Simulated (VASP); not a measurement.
A run of VASP 6.6.1 is set up as follows.

File INCAR:

```
SYSTEM = Al3C2
ALGO = Normal
EDIFF = 1E-7
ENCUT = 520
GGA = PE
ISIF = 2
ISMEAR = 0
LASPH = .True.
LCHARG = .False.
LREAL = .False.
LWAVE = .False.
NBANDS = 16
NELM = 80
PREC = Accurate
SIGMA = 0.1
```

The input KPOINTS:

```
k-points
0
Gamma
  6 6 4
  0 0 0
```

File POSCAR:

```
Al3C2
1.0
    4.4697779200      0.0000000000      0.0000000000
   -2.2348889600      3.8709412300      0.0000000000
    0.0000000000      0.0000000000      4.8919965200
Al C
3 2
Direct
    0.5000000000      0.0000000000      0.5000000000
    0.0000000000      0.5000000000      0.5000000000
    0.5000000000      0.5000000000      0.5000000000
    0.3333333300      0.6666666700      0.6901043000
    0.6666666700      0.3333333300      0.3098957000
```

Potentials or basis: VASP PAW PBE potentials, release 64 (Al, C).

The run is started by

```console
$ cat potpaw_PBE.64/Al/POTCAR potpaw_PBE.64/C/POTCAR > POTCAR
$ mpirun -np 1 vasp_std > vasp.out
```

Problem. Predict the largest force.

Solution. 13.658 eV/Å.

Problem. What does it give for the band gap on the k mesh?

Solution. Zero (an odd number of electrons rules out a gap without spin polarisation).

Stress tensor (GPa, compression positive):
```
95.81  0.00  0.00
 0.00 95.81  0.00
 0.00  0.00 47.20
```

Caveat: the stress differs along the axes, from 47 to 96 GPa; forces of over 1 eV/Å act on the atoms, so gaps and moduli don't describe the material at rest.
